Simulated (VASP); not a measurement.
# Cr (Im-3m) in VASP: single point with PBE

Aim: the single point of Cr with PBE.

Everything below comes from runs of VASP 6.6.1. Logs are shortened: lines on timing, memory, paths and dates and some standing lists are left out, and cuts for length are marked.

### 1 The cell of the first run

It takes space group Im-3m (No. 229, cubic). Conventional cell: a = 2.646 Å, b = 2.646 Å, c = 2.646 Å, α = 90.00°, β = 90.00°, γ = 90.00°. Cr (site symmetry m-3m) has 14 Cr at 2.29 to 2.65 Å within 3.0 Å.

### 2 Single point, PBE

File INCAR:

```
  PREC = Accurate
  ENCUT = 520
  EDIFF = 1E-7
  ISMEAR = 0
  SIGMA = 0.1
  LREAL = F
  LASPH = T
  NELM = 100
  ALGO = Fast
  ISIF = 2
  LWAVE = F
  LCHARG = F
  GGA = PE
  NBANDS = 19
```

File KPOINTS:

```
Automatic mesh
0
Gamma
  38 38 38
```

File POSCAR:

```
Cr
1.0
    2.6459630246      0.0000000000      0.0000000000
    0.0000000000      2.6459630246      0.0000000000
    0.0000000000      0.0000000000      2.6459630246
Cr
2
Direct
    0.0000000000      0.0000000000      0.0000000000
    0.5000000000      0.5000000000      0.5000000000
```

Potentials or basis: VASP PAW PBE potentials, release 64 (Cr_pv).

On the command line:

```
$ cat potpaw_PBE.64/Cr_pv/POTCAR > POTCAR
$ mpirun -np 1 vasp_std > vasp.out
```

OUTCAR:

```text
PREC = Accurate
   ENCUT = 520
   EDIFF = 1E-7
   ISMEAR = 0
   LREAL = F
   LASPH = T
   NELM = 100
   ISIF = 2
   GGA = PE

 ion  position               nearest neighbor table
   1  0.000  0.000  0.000-   2 2.29   2 2.29   2 2.29   2 2.29   2 2.29   2 2.29   2 2.29   2 2.29

   2  0.500  0.500  0.500-   1 2.29   1 2.29   1 2.29   1 2.29   1 2.29   1 2.29   1 2.29   1 2.29

  LATTYP: Found a simple cubic cell.
 ALAT       =     2.6459630246

  Lattice vectors:

 A1 = (   2.6459630246,   0.0000000000,   0.0000000000)
 A2 = (   0.0000000000,   2.6459630246,   0.0000000000)
 A3 = (   0.0000000000,   0.0000000000,   2.6459630246)

Analysis of symmetry for initial positions (statically):
=====================================================================
 Subroutine PRICEL returns following result:

  LATTYP: Found a body centered cubic cell.
 ALAT       =     2.6459630246

  Lattice vectors:

 A1 = (   1.3229815123,   1.3229815123,  -1.3229815123)
 A2 = (  -1.3229815123,   1.3229815123,   1.3229815123)
 A3 = (   1.3229815123,  -1.3229815123,   1.3229815123)

   2 primitive cells build up your supercell.

 Routine SETGRP: Setting up the symmetry group for a
 simple cubic supercell.

 Subroutine GETGRP returns: Found 48 space group operations
 (whereof 48 operations were pure point group operations)
 out of a pool of 48 trial point group operations.

The static configuration has the point symmetry O_h .

Analysis of symmetry for dynamics (positions and initial velocities):
=====================================================================
 Subroutine PRICEL returns following result:

  LATTYP: Found a body centered cubic cell.
 ALAT       =     2.6459630246

  Lattice vectors:

 A1 = (   1.3229815123,   1.3229815123,  -1.3229815123)
 A2 = (  -1.3229815123,   1.3229815123,   1.3229815123)
 A3 = (   1.3229815123,  -1.3229815123,   1.3229815123)

   2 primitive cells build up your supercell.

 Routine SETGRP: Setting up the symmetry group for a
 simple cubic supercell.

 Subroutine GETGRP returns: Found 48 space group operations
 (whereof 48 operations were pure point group operations)
 out of a pool of 48 trial point group operations.

The dynamic configuration has the point symmetry O_h .

 Subroutine INISYM returns: Found 48 space group operations
 (whereof 48 operations are pure point group operations),
 and found     2 'primitive' translations

----------------------------------------------------------------------------------------

                                     Primitive cell

  volume of cell :       9.2624

  direct lattice vectors                    reciprocal lattice vectors
     1.322981512  1.322981512 -1.322981512     0.377934231  0.377934231  0.000000000
    -1.322981512  1.322981512  1.322981512    -0.000000000  0.377934231  0.377934231
     1.322981512 -1.322981512  1.322981512     0.377934231  0.000000000  0.377934231

  length of vectors
     2.291471197  2.291471197  2.291471197     0.534479715  0.534479715  0.534479715

  position of ions in fractional coordinates (direct lattice)
     0.000000000  0.000000000  0.000000000

  ion indices of the primitive-cell ions
   primitive index   ion index
                 1           1

----------------------------------------------------------------------------------------

 KPOINTS: Automatic mesh

Automatic generation of k-mesh.
 Grid dimensions read from file:
 generate k-points for:   38   38   38

 Generating k-lattice:

  Cartesian coordinates                     Fractional coordinates (reciprocal lattice)
     0.009945638  0.000000000  0.000000000     0.026315789  0.000000000  0.000000000
     0.000000000  0.009945638  0.000000000     0.000000000  0.026315789  0.000000000
     0.000000000  0.000000000  0.009945638     0.000000000  0.000000000  0.026315789

  Length of vectors
     0.009945638  0.009945638  0.009945638

  Shift w.r.t. Gamma in fractional coordinates (k-lattice)
     0.000000000  0.000000000  0.000000000

 Subroutine IBZKPT returns following result:
 ===========================================

 Found   1540 irreducible k-points:

 Following reciprocal coordinates:
            Coordinates               Weight
  0.000000  0.000000  0.000000      1.000000
  0.026316  0.000000  0.000000      6.000000
  0.052632  0.000000  0.000000      6.000000
  0.078947  0.000000  0.000000      6.000000
  0.105263  0.000000  0.000000      6.000000
  0.131579  0.000000  0.000000      6.000000
[... 16 lines left out ...]
  0.078947  0.026316  0.000000     24.000000
  0.105263  0.026316  0.000000     24.000000
 [... further k-points ...]
   k-points           NKPTS =   1540   k-points in BZ     NKDIM =   1540   number of bands    NBANDS=     19
   number of dos      NEDOS =    301   number of ions     NIONS =      2
   total plane-waves  NPLWV =   8000
   dimension x,y,z NGX =    20 NGY =   20 NGZ =   20
   dimension x,y,z NGXF=    40 NGYF=   40 NGZF=   40
   ions per type =               2
   NGX,Y,Z   is equivalent  to a cutoff of  12.57, 12.57, 12.57 a.u.
   NGXF,Y,Z  is equivalent  to a cutoff of  25.13, 25.13, 25.13 a.u.
 SYSTEM =  unknown system
   PREC   = accura    normal or accurate (medium, high low for compatibility)
   ISTART =      0    job   : 0-new  1-cont  2-samecut
   ICHARG =      2    charge: 1-file 2-atom 10-const
   ISPIN  =      1    spin polarized calculation?
   LNONCOLLINEAR =      F non collinear calculations
   LSORBIT =      F    spin-orbit coupling
   LASPH  =      T    aspherical Exc in radial PAW
   ENCUT  =  520.0 eV  38.22 Ry    6.18 a.u.   4.92  4.92  4.92*2*pi/ulx,y,z
   NELM   =    100;   NELMIN=  2; NELMDL= -5     # of ELM steps
   EDIFF  = 0.1E-06   stopping-criterion for ELM
   LREAL  =      F    real-space projection
   EDIFFG = 0.1E-05   stopping-criterion for IOM
   NSW    =      0    number of steps for IOM
   IBRION =     -1    ionic relax: 0-MD 1-quasi-New 2-CG
   NFREE  =      0    steps in history (QN), initial steepest desc. (CG)
   ISIF   =      2    stress and relaxation
   ISYM   =      2    0-nonsym 1-usesym 2-fastsym
   POTIM  = 0.5000    time-step for ionic-motion
   TEBEG  =    0.0;   TEEND  =   0.0 temperature during run
   PSTRESS=    0.0 pullay stress
   NELECT =      24.0000    total number of electrons
   NUPDOWN=      -1.0000    fix difference up-down
   EMIN   =  10.00;   EMAX   =-10.00  energy-range for DOS
   EFERMI =   0.00;   METHOD = LEGACY
   ISMEAR =     0;   SIGMA  =   0.10  broadening in eV -4-tet -1-fermi 0-gaus
   EFERMI_NEDOS =   21; number of points for ismear=-14 and -15
   IALGO  =     68    algorithm
   IMIX   =      4    mixing-type and parameters
     AMIX     =   0.40;   BMIX     =  1.00
     AMIX_MAG =   1.60;   BMIX_MAG =  1.00
  volume/ion in A,a.u.               =       9.26        62.51
  Fermi-wavevector in a.u.,A,eV,Ry     =   1.784685  3.372565 43.335904  3.185099
  Thomas-Fermi vector in A             =   2.848621
   LORBIT       =      0    0 simple, 1 ext, 2 COOP (PROOUT), +10 PAW based schemes
   GGA     = PE    functional components
   LHFCALC =     F    Hartree Fock is set to
   AEXX    =    0.0000 exact exchange contribution
   IVDW    =     0    specifies the selected vdW correction
   LEPSILON=     F    determine dielectric tensor
   LRPA    =     F    only Hartree local field effects (RPA)
 non-spin polarized calculation
 RMM-DIIS sequential band-by-band and
 Gauss-broadening in eV      SIGMA  =   0.10
  energy-cutoff  :      520.00
  volume of cell :       18.52
 maximum number of plane-waves:       516
 NGX is ok and might be reduce to    20
   NGX =  9   NGY =  9   NGZ =  9

 number of electron      24.0000033 magnetization

 Free energy of the ion-electron system (eV)
  ---------------------------------------------------
  ext. energy  EPLUGINS =         0.00000000
  ---------------------------------------------------
  free energy    TOTEN  =       -17.97933229 eV

  energy without entropy =      -17.97345680  energy(sigma->0) =      -17.97639454

 E-fermi :  14.5096     XC(G=0): -15.0059

 val. band max:       14.5089713916   @ k =   0.4211   0.0526   0.0526
 cond. band min:      14.5129548478   @ k =   0.4211   0.1316   0.1053
 fundamental gap:      0.0039834562
 Fermi energy:        14.5096186122

 k-point     1 :       0.0000    0.0000    0.0000
  band No.  band energies     occupation
      1     -29.0940      2.00000
      2     -29.0940      2.00000
      3     -29.0940      2.00000
      4     -27.8989      2.00000
      5     -27.8989      2.00000
      6     -27.8989      2.00000
[... 11 lines left out ...]
     18      21.7428      0.00000
     19      21.7445      0.00000

 k-point     2 :       0.0263    0.0000    0.0000
  band No.  band energies     occupation
      1     -29.0945      2.00000
      2     -29.0919      2.00000
      3     -29.0919      2.00000
      4     -27.9037      2.00000
      5     -27.9009      2.00000
      6     -27.9009      2.00000
[... 11 lines left out ...]
     18      21.7427      0.00000
     19      21.7445      0.00000

 k-point     3 :       0.0526    0.0000    0.0000
  band No.  band energies     occupation
      1     -29.0960      2.00000
      2     -29.0854      2.00000
      3     -29.0854      2.00000
      4     -27.9180      2.00000
      5     -27.9065      2.00000
      6     -27.9065      2.00000
[... 11 lines left out ...]
     18      21.7427      0.00000
     19      21.7445      0.00000

 k-point     4 :       0.0789    0.0000    0.0000
  band No.  band energies     occupation
      1     -29.0982      2.00000
      2     -29.0748      2.00000
      3     -29.0748      2.00000
      4     -27.9414      2.00000
      5     -27.9161      2.00000
      6     -27.9161      2.00000
[... 11 lines left out ...]
     18      21.7427      0.00000
     19      21.7445      0.00000

 k-point     5 :       0.1053    0.0000    0.0000
  band No.  band energies     occupation
      1     -29.1010      2.00000
      2     -29.0600      2.00000
      3     -29.0600      2.00000
      4     -27.9735      2.00000
      5     -27.9293      2.00000
      6     -27.9293      2.00000
[... 11 lines left out ...]
     18      21.7427      0.00000
     19      26.1972      0.00000

 k-point     6 :       0.1316    0.0000    0.0000
  band No.  band energies     occupation
      1     -29.1040      2.00000
      2     -29.0412      2.00000
      3     -29.0412      2.00000
      4     -28.0137      2.00000
      5     -27.9462      2.00000
      6     -27.9462      2.00000
[... 11 lines left out ...]
     18      21.7424      0.00000
     19      21.7445      0.00000

 k-point     7 :       0.1579    0.0000    0.0000
  band No.  band energies     occupation
      1     -29.1066      2.00000
      2     -29.0185      2.00000
      3     -29.0185      2.00000
      4     -28.0612      2.00000
      5     -27.9667      2.00000
      6     -27.9667      2.00000
[... 11 lines left out ...]
     18      21.7433      0.00000
     19      25.0868      0.00000

 k-point     8 :       0.1842    0.0000    0.0000
  band No.  band energies     occupation
      1     -29.1085      2.00000
      2     -28.9920      2.00000
      3     -28.9920      2.00000
      4     -28.1150      2.00000
      5     -27.9906      2.00000
      6     -27.9906      2.00000
[... 256 lines left out ...]
 k-point    20 :       0.5000    0.0000    0.0000
  band No.  band energies     occupation
      1     -28.8757      2.00000
      2     -28.8757      2.00000
      3     -28.4793      2.00000
      4     -28.4793      2.00000
      5     -28.4793      2.00000
      6     -28.4793      2.00000
[... 11 lines left out ...]
     18      18.0790      0.00000
     19      21.7446      0.00000

 k-point    21 :       0.0263    0.0263    0.0000
  band No.  band energies     occupation
      1     -29.0983      2.00000
      2     -29.0897      2.00000
      3     -29.0865      2.00000
      4     -27.9121      2.00000
      5     -27.9027      2.00000
      6     -27.8991      2.00000
[... 11 lines left out ...]
     18      21.7427      0.00000
     19      21.7445      0.00000

 k-point    22 :       0.0526    0.0263    0.0000
  band No.  band energies     occupation
      1     -29.1023      2.00000
      2     -29.0833      2.00000
      3     -29.0775      2.00000
      4     -27.9293      2.00000
      5     -27.9085      2.00000
      6     -27.9019      2.00000
[... 11 lines left out ...]
     18      21.7427      0.00000
     19      21.7445      0.00000

 k-point    23 :       0.0789    0.0263    0.0000
  band No.  band energies     occupation
      1     -29.1062      2.00000
      2     -29.0727      2.00000
      3     -29.0653      2.00000
      4     -27.9544      2.00000
      5     -27.9179      2.00000
      6     -27.9096      2.00000
[... 11 lines left out ...]
     18      21.7426      0.00000
     19      21.7445      0.00000

 k-point    24 :       0.1053    0.0263    0.0000
  band No.  band energies     occupation
      1     -29.1100      2.00000
      2     -29.0579      2.00000
      3     -29.0496      2.00000
      4     -27.9875      2.00000
      5     -27.9311      2.00000
      6     -27.9217      2.00000
[... 11 lines left out ...]
     18      21.7425      0.00000
     19      21.7445      0.00000

 [... further k-points ...]
[... 5 lines left out ...]
  --------------------------------------------------------------------------------------
  -------------------------------------------------------------------------------------
  Total       10.4070543     10.4070543     10.4070543      0.0000000     -0.0000000      0.0000000
  in kB      900.0923878    900.0923878    900.0923878      0.0000000     -0.0000000      0.0000000
  external PRESSURE =     900.0923878 kB  Pullay stress =       0.0000000 kB

 VOLUME and BASIS-vectors are now :
 -----------------------------------------------------------------------------
  energy-cutoff  :      520.00
  volume of cell :       18.52
      direct lattice vectors                 reciprocal lattice vectors
     2.645963025  0.000000000  0.000000000     0.377934231  0.000000000  0.000000000
     0.000000000  2.645963025  0.000000000     0.000000000  0.377934231  0.000000000
     0.000000000  0.000000000  2.645963025     0.000000000  0.000000000  0.377934231

 POSITION                                       TOTAL-FORCE (eV/Angst)
 -----------------------------------------------------------------------------------
      0.00000      0.00000      0.00000         0.000000      0.000000     -0.000000
      1.32298      1.32298      1.32298        -0.000000      0.000000      0.000000
 -----------------------------------------------------------------------------------
    total drift:                               -0.000000      0.000000     -0.000000

  FREE ENERGIE OF THE ION-ELECTRON SYSTEM (eV)
  ---------------------------------------------------
  free  energy   TOTEN  =       -17.9793322851 eV

  energy  without entropy=      -17.9734567963  energy(sigma->0) =      -17.97639454
```

Wall time 3.5 min (1 thread of Intel Xeon 6975P-C (Granite Rapids), shared host); peak memory 0.51 GiB.

Results:

```yaml
Free_energy: -17.9793 eV
Pressure: 90.0 GPa
Band_gap_on_the_k_mesh: zero (bands 12 and 13 overlap by 2.14 eV)
```

Caveat: the cell stands under pressure; the run has no spin polarisation, though such a crystal can be magnetic.
